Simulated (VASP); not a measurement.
# Ge2BiO2 (P4mm) in VASP: further runs

The runs below take Ge2BiO2 through single point, relaxation of cell and atoms, with PBE.

Everything below comes from runs of VASP 6.6.1. Logs are shortened: lines on timing, memory, paths and dates and some standing lists are left out, and cuts for length are marked.

## 1. The cell of the first run

It takes space group P4mm (No. 99, tetragonal). Conventional cell: a = 4.088 Å, b = 4.088 Å, c = 5.634 Å, α = 90.00°, β = 90.00°, γ = 90.00°. Within 2.5 Å of Ge (site symmetry 2mm) lie 1 O at 1.89 Å. Bi (site symmetry 4mm) has 4 O at 2.27 Å within 3.0 Å. Within 2.5 Å of O (site symmetry 2mm) lie 1 Ge at 1.89 Å and 2 Bi at 2.27 Å.

The cell was built from a structure type or drawn by symmetry, and may not be a known phase.

## 2. Single point, PBE

INCAR reads:

```
SYSTEM = Ge2BiO2
  ALGO = Normal
  EDIFF = 1E-6
  ENCUT = 520
  GGA = PE
  ISIF = 2
  ISMEAR = 0
  LASPH = .True.
  LCHARG = .False.
  LREAL = .False.
  LWAVE = .False.
  NBANDS = 36
  NELM = 100
  PREC = Accurate
  SIGMA = 0.1
```

KPOINTS reads:

```
k-points
0
Gamma
  6 6 4
  0 0 0
```

POSCAR reads:

```
Ge2BiO2
1.0
    4.0876134633      0.0000000000      0.0000000000
    0.0000000000      4.0876134633      0.0000000000
    0.0000000000      0.0000000000      5.6336386109
Ge Bi O
2 1 2
Direct
    0.5000000000      0.0000000000      0.1057536119
    0.0000000000      0.5000000000      0.1057536119
    0.5000000000      0.5000000000      0.6162077833
    0.5000000000      0.0000000000      0.4406522715
    0.0000000000      0.5000000000      0.4406522715
```

Potentials or basis: VASP PAW PBE potentials, release 64 (Ge_d, Bi_d, O).

Command:

```bash
$ cat potpaw_PBE.64/Ge_d/POTCAR potpaw_PBE.64/Bi_d/POTCAR potpaw_PBE.64/O/POTCAR > POTCAR
$ mpirun -np 1 vasp_std > vasp.out
```

OUTCAR:

```text
SYSTEM = Ge2BiO2
   EDIFF = 1E-6
   ENCUT = 520
   GGA = PE
   ISIF = 2
   ISMEAR = 0
   LASPH = .True.
   LREAL = .False.
   NELM = 100
   PREC = Accurate

 ion  position               nearest neighbor table
   1  0.500  0.000  0.106-   4 1.89   2 2.89   2 2.89   2 2.89   2 2.89
   2  0.000  0.500  0.106-   5 1.89   1 2.89   1 2.89   1 2.89   1 2.89
   3  0.500  0.500  0.616-   4 2.27   5 2.27   4 2.27   5 2.27
   4  0.500  0.000  0.441-   1 1.89   3 2.27   3 2.27
   5  0.000  0.500  0.441-   2 1.89   3 2.27   3 2.27

  LATTYP: Found a simple tetragonal cell.
 ALAT       =     4.0876134633
 C/A-ratio  =     1.3782219531

  Lattice vectors:

 A1 = (   4.0876134633,   0.0000000000,   0.0000000000)
 A2 = (   0.0000000000,   4.0876134633,   0.0000000000)
 A3 = (   0.0000000000,   0.0000000000,   5.6336386109)

Analysis of symmetry for initial positions (statically):
=====================================================================
 Subroutine PRICEL returns:
 Original cell was already a primitive cell.

 Routine SETGRP: Setting up the symmetry group for a
 simple tetragonal supercell.

 Subroutine GETGRP returns: Found  8 space group operations
 (whereof  8 operations were pure point group operations)
 out of a pool of 16 trial point group operations.

The static configuration has the point symmetry C_4v.

Analysis of symmetry for dynamics (positions and initial velocities):
=====================================================================
 Subroutine PRICEL returns:
 Original cell was already a primitive cell.

 Routine SETGRP: Setting up the symmetry group for a
 simple tetragonal supercell.

 Subroutine GETGRP returns: Found  8 space group operations
 (whereof  8 operations were pure point group operations)
 out of a pool of 16 trial point group operations.

The dynamic configuration has the point symmetry C_4v.

 Subroutine INISYM returns: Found  8 space group operations
 (whereof  8 operations are pure point group operations),
 and found     1 'primitive' translations

----------------------------------------------------------------------------------------

                                     Primitive cell

  volume of cell :      94.1301

  direct lattice vectors                    reciprocal lattice vectors
     4.087613463  0.000000000  0.000000000     0.244641527  0.000000000  0.000000000
[... 87 lines left out ...]
   LNONCOLLINEAR =      F non collinear calculations
   LSORBIT =      F    spin-orbit coupling
   LASPH  =      T    aspherical Exc in radial PAW
   ENCUT  =  520.0 eV  38.22 Ry    6.18 a.u.   7.60  7.60 10.47*2*pi/ulx,y,z
   NELM   =    100;   NELMIN=  2; NELMDL= -5     # of ELM steps
   EDIFF  = 0.1E-05   stopping-criterion for ELM
   LREAL  =      F    real-space projection
   EDIFFG = 0.1E-04   stopping-criterion for IOM
   NSW    =      0    number of steps for IOM
   IBRION =     -1    ionic relax: 0-MD 1-quasi-New 2-CG
   NFREE  =      0    steps in history (QN), initial steepest desc. (CG)
   ISIF   =      2    stress and relaxation
   ISYM   =      2    0-nonsym 1-usesym 2-fastsym
   POTIM  = 0.5000    time-step for ionic-motion
   TEBEG  =    0.0;   TEEND  =   0.0 temperature during run
   PSTRESS=    0.0 pullay stress
   NELECT =      55.0000    total number of electrons
   NUPDOWN=      -1.0000    fix difference up-down
   EMIN   =  10.00;   EMAX   =-10.00  energy-range for DOS
   EFERMI =   0.00;   METHOD = LEGACY
   ISMEAR =     0;   SIGMA  =   0.10  broadening in eV -4-tet -1-fermi 0-gaus
   EFERMI_NEDOS =   21; number of points for ismear=-14 and -15
   IALGO  =     38    algorithm
   IMIX   =      4    mixing-type and parameters
     AMIX     =   0.40;   BMIX     =  1.00
     AMIX_MAG =   1.60;   BMIX_MAG =  1.00
  volume/ion in A,a.u.               =      18.83       127.04
  Fermi-wavevector in a.u.,A,eV,Ry     =   1.368630  2.586336 25.485742  1.873149
  Thomas-Fermi vector in A             =   2.494577
   LORBIT       =      0    0 simple, 1 ext, 2 COOP (PROOUT), +10 PAW based schemes
   GGA     = PE    functional components
   LHFCALC =     F    Hartree Fock is set to
   AEXX    =    0.0000 exact exchange contribution
   IVDW    =     0    specifies the selected vdW correction
   LEPSILON=     F    determine dielectric tensor
   LRPA    =     F    only Hartree local field effects (RPA)
 non-spin polarized calculation
 Gauss-broadening in eV      SIGMA  =   0.10
  energy-cutoff  :      520.00
  volume of cell :       94.13
 maximum number of plane-waves:      2557
   NGX = 15   NGY = 15   NGZ = 21

 number of electron      54.9999946 magnetization

 Free energy of the ion-electron system (eV)
  ---------------------------------------------------
  ext. energy  EPLUGINS =         0.00000000
  ---------------------------------------------------
  free energy    TOTEN  =       -25.90897793 eV

  energy without entropy =      -25.90670149  energy(sigma->0) =      -25.90783971

 E-fermi :   5.7874     XC(G=0): -10.0702

 val. band max:        5.6774260992   @ k =   0.3333   0.0000   0.2500
 cond. band min:       5.8901269056   @ k =   0.3333   0.0000   0.5000
 fundamental gap:      0.2127008064
 Fermi energy:         5.7874373742

 k-point     1 :       0.0000    0.0000    0.0000
  band No.  band energies     occupation
      1     -19.0991      2.00000
      2     -19.0469      2.00000
      3     -19.0360      2.00000
      4     -18.9840      2.00000
      5     -18.9678      2.00000
      6     -18.9678      2.00000
[... 925 lines left out ...]
     35      12.4799      0.00000
     36      14.3701      0.00000

 [... further k-points ...]
[... 5 lines left out ...]
  --------------------------------------------------------------------------------------
  -------------------------------------------------------------------------------------
  Total        0.0730733      0.0730733      0.0529524      0.0000000      0.0000000      0.0000000
  in kB        1.2437716      1.2437716      0.9012966      0.0000000      0.0000000      0.0000000
  external PRESSURE =       1.1296133 kB  Pullay stress =       0.0000000 kB

 VOLUME and BASIS-vectors are now :
 -----------------------------------------------------------------------------
  energy-cutoff  :      520.00
  volume of cell :       94.13
      direct lattice vectors                 reciprocal lattice vectors
     4.087613463  0.000000000  0.000000000     0.244641527  0.000000000  0.000000000
     0.000000000  4.087613463  0.000000000     0.000000000  0.244641527  0.000000000
     0.000000000  0.000000000  5.633638611     0.000000000  0.000000000  0.177505174

 POSITION                                       TOTAL-FORCE (eV/Angst)
 -----------------------------------------------------------------------------------
      2.04381      0.00000      0.59578        -0.000000     -0.000000     -0.025521
      0.00000      2.04381      0.59578        -0.000000      0.000000     -0.025521
      2.04381      2.04381      3.47149        -0.000000     -0.000000      0.045298
      2.04381      0.00000      2.48248         0.000000      0.000000      0.002872
      0.00000      2.04381      2.48248        -0.000000      0.000000      0.002872
 -----------------------------------------------------------------------------------
    total drift:                                0.000000      0.000000     -0.005577

  FREE ENERGIE OF THE ION-ELECTRON SYSTEM (eV)
  ---------------------------------------------------
  free  energy   TOTEN  =       -25.9089779339 eV

  energy  without entropy=      -25.9067014855  energy(sigma->0) =      -25.90783971
```

stdout:

```text
POSCAR found type information on POSCAR GeBiO
 POSCAR found :  3 types and       5 ions
 scaLAPACK will be used
 LDA part: xc-table for (Slater+PW92), standard interpolation
 POSCAR, INCAR and KPOINTS ok, starting setup
 FFT: planning ... GRIDC
 FFT: planning ... GRID_SOFT
 FFT: planning ... GRID
 WAVECAR not read
 entering main loop
```

Wall time 39 s (1 thread of Intel Xeon 6975P-C (Granite Rapids), shared host); peak memory 0.24 GiB.

Results:

| Item | Value |
| --- | --- |
| Free energy | -25.9090 eV |
| Pressure | 0.1 GPa |
| Largest force | 0.045 eV/Å |
| Band gap on the k mesh | zero (an odd number of electrons rules out a gap without spin polarisation) |

Forces on the atoms (eV/Å):
```
Ge   0.000  0.000 -0.026
Ge   0.000  0.000 -0.026
Bi   0.000  0.000  0.045
O    0.000  0.000  0.003
O    0.000  0.000  0.003
```

Levels at points of the mesh, in eV from the Fermi level:
```
           k point  band 24  band 25  band 26  band 27  band 28  band 29  band 30  band 31  band 32  band 33
(0.00, 0.00, 0.00)    -3.15    -3.15    -2.37    -0.75    -0.75    -0.65     3.14     3.14     3.79     4.62
(0.50, 0.00, 0.00)    -3.74    -3.71    -2.91     1.20     1.27     1.30     1.55     1.84     3.11     3.64
(0.50, 0.50, 0.00)    -4.68    -3.66    -3.52    -2.48    -2.31     2.82     2.82     3.36     4.30     4.65
(0.00, 0.00, 0.50)    -3.16    -3.16    -1.78    -1.34    -1.34    -0.19     2.28     4.21     4.21     5.22
(0.50, 0.00, 0.50)    -3.82    -3.69    -3.59     0.16     0.48     1.36     1.40     2.09     2.12     4.70
(0.50, 0.50, 0.50)    -3.90    -3.52    -2.83    -2.31    -1.39     0.22     0.22     3.93     5.28     6.83
```

Caveat: spin-orbit coupling is left out, which moves the levels of the heavy elements; an odd number of electrons without spin polarisation forces a metal; a magnetic or distorted state may lie lower.

(Continued in part 2 of 2.)
